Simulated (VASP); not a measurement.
Set up this calculation in VASP 6.6.1, as the native input.

```
Task                            : G0W0 quasiparticle levels
Functional                      : PBE
Potentials or basis             : VASP PAW PBE potentials, release 64 (Pb_d_GW, O_GW)
Cutoff                          : 500 eV
k mesh                          : 8 × 8 × 8
Occupations                     : gaussian, width 0.01 eV
Spin                            : no spin polarisation
Dipole correction               : no
GW scheme                       : G0W0
GW iterations                   : 1
Cutoff of the response function : 80
Frequency points                : 96
Empty bands                     : 71
Further INCAR settings          : ALGO = EVGW0; EDIFF = 1e-08; NBANDS = 82
```

The system is PbO.

```xyz
2
Lattice="0.0000 2.7988 2.7988 2.7988 0.0000 2.7988 2.7988 2.7988 0.0000" Properties=species:S:1:pos:R:3 pbc="T T T"
Pb    0.0000    0.0000    0.0000
O     1.3994    1.3994    1.3994
```

One way to write it, as run:

POSCAR

```
PbO
1.0
    0.0000000000      2.7987768021      2.7987768021
    2.7987768021      0.0000000000      2.7987768021
    2.7987768021      2.7987768021      0.0000000000
Pb O
1 1
Direct
    0.0000000000      0.0000000000      0.0000000000
    0.2500000000      0.2500000000      0.2500000000
```

INCAR.step1

```
ALGO     = Normal         # electronic algorithm
EDIFF    = 1E-8           # SCF threshold, eV
ENCUT    = 500            # plane-wave cutoff, eV
GGA      = PE             # functional
ISMEAR   = 0              # smearing method
LASPH    = True           # aspherical terms in the spheres
LCHARG   = False          # write CHGCAR
LREAL    = False          # projectors in reciprocal space
LWAVE    = True           # write WAVECAR
NELM     = 80             # most SCF steps
PREC     = Accurate       # precision mode
SIGMA    = 0.01           # smearing width, eV
```

INCAR.step2

```
ALGO     = Exact          # electronic algorithm
EDIFF    = 1E-8           # SCF threshold, eV
ENCUT    = 500            # plane-wave cutoff, eV
GGA      = PE             # functional
ISMEAR   = 0              # smearing method
ISTART   = 1            
LASPH    = True           # aspherical terms in the spheres
LCHARG   = False          # write CHGCAR
LOPTICS  = True           # frequency-dependent dielectric function
LREAL    = False          # projectors in reciprocal space
LWAVE    = True           # write WAVECAR
NBANDS   = 82             # bands
NELM     = 1              # most SCF steps
PREC     = Accurate       # precision mode
SIGMA    = 0.01           # smearing width, eV
```

INCAR.step3

```
ALGO     = EVGW0          # electronic algorithm
EDIFF    = 1E-8           # SCF threshold, eV
ENCUT    = 500            # plane-wave cutoff, eV
ENCUTGW  = 80.0           # cutoff of the response function
GGA      = PE             # functional
ISMEAR   = 0              # smearing method
ISTART   = 1            
LASPH    = True           # aspherical terms in the spheres
LCHARG   = False          # write CHGCAR
LREAL    = False          # projectors in reciprocal space
LWAVE    = False          # write WAVECAR
NBANDS   = 82             # bands
NBANDSGW = 19           
NELMGW   = 1            
NOMEGA   = 96             # frequency points
OMEGAMAX = 20           
PREC     = Accurate       # precision mode
PRECFOCK = Fast         
SIGMA    = 0.01           # smearing width, eV
```

KPOINTS

```
k-points
0
Gamma
  8 8 8
```

Potentials or basis: VASP PAW PBE potentials, release 64 (Pb_d_GW, O_GW).

Command:

```console
$ cat potpaw_PBE.64/Pb_d_GW/POTCAR potpaw_PBE.64/O_GW/POTCAR > POTCAR
$ cp INCAR.step1 INCAR
$ mpirun -np 1 vasp_std > vasp.out
$ cp INCAR.step2 INCAR
$ mpirun -np 1 vasp_std > vasp.out
$ cp INCAR.step3 INCAR
$ mpirun -np 1 vasp_std > vasp.out
```

Results of the run:

The quasiparticle gap is 0.24 eV, the least direct quasiparticle gap is 0.57 eV and the band gap of the starting levels on the mesh is 0.43 eV. The least direct gap of the starting levels on the mesh is 0.61 eV.

Caveat: bands, screening cutoff and mesh are small and nothing is extrapolated, so the quasiparticle values aren't converged; the structure was generated, so it needn't be the stable form of PbO; spin-orbit coupling is left out, which moves the levels of the heavy elements.

Run time: 41 min on 1 thread of Intel(R) Xeon(R) 6975P-C (Granite Rapids) (shared host), peak memory 1.5 GiB.
